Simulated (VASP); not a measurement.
Wanted: the native input for a VASP 6.6.1 run.

```
Task                   : relaxation of cell and atoms
Functional             : LDA
Potentials or basis    : VASP PAW LDA potentials, release 64 (Ag)
Cutoff                 : 600 eV
k mesh                 : 18 × 18 × 10
Occupations            : fermi-dirac, width 0.15 eV
Spin                   : no spin polarisation
Target pressure        : 5 GPa
Dipole correction      : no
Further INCAR settings : ALGO = Fast; EDIFF = 1e-06; IBRION = 2; EDIFFG = -0.001; NSW = 80; ISIF = 3
```

The structure of Ag lies in POSCAR:

```
Ag
1.0
    2.8260785587      0.0000000000      0.0000000000
   -1.4130392794      2.4474558249      0.0000000000
    0.0000000000      0.0000000000      4.6396074165
Ag
2
Direct
    0.3333333333      0.6666666667      0.2500000000
    0.6666666667      0.3333333333      0.7500000000
```

This isn't the form of Ag at room conditions, which is fcc.

The input as run:

INCAR

```
SYSTEM = Ag
PREC     = Accurate       ! precision mode
ENCUT    = 600            ! plane-wave cutoff, eV
EDIFF    = 1E-6           ! SCF threshold, eV
ISMEAR   = -1             ! smearing method
SIGMA    = 0.15           ! smearing width, eV
LREAL    = .FALSE.        ! projectors in reciprocal space
LASPH    = .TRUE.         ! aspherical terms in the spheres
NELM     = 100            ! most SCF steps
ALGO     = Fast           ! electronic algorithm
ISIF     = 3              ! what is computed and relaxed
LWAVE    = .FALSE.        ! write WAVECAR
LCHARG   = .FALSE.        ! write CHGCAR
IBRION   = 2              ! ionic algorithm
NSW      = 80             ! ionic steps
EDIFFG   = -0.001         ! ionic threshold
PSTRESS  = 50.0
```

KPOINTS

```
Automatic mesh
0
G
  18 18 10
  0 0 0
```

Potentials or basis: VASP PAW LDA potentials, release 64 (Ag).

Run with:

```sh
$ cat potpaw_LDA.64/Ag/POTCAR > POTCAR
$ mpirun -np 1 vasp_std > vasp.out
```

Results of the run:

```json
{
 "Relaxed volume": "15.54 Å³/atom",
 "Relaxed cell": "a = 2.796 Å, b = 2.796 Å, c = 4.589 Å, α = 90.00°, β = 90.00°, γ = 120.00°",
 "Space group after relaxing (to 0.1 Å)": "P6_3/mmc (No. 194)",
 "Energy change on relaxing (the run minimises the enthalpy)": "+7.9 meV/atom",
 "Ionic steps": "17",
 "Pressure after relaxing": "5.0 GPa",
 "Band gap on the k mesh": "zero (bands 11 and 12 overlap by 7.85 eV)"
}
```

Caveat: the cell is relaxed towards a set pressure, so the run minimises the enthalpy, not the energy.

It took 15 min on 1 thread of Intel Xeon 8259CL, on a shared host, peak memory 0.25 GiB.
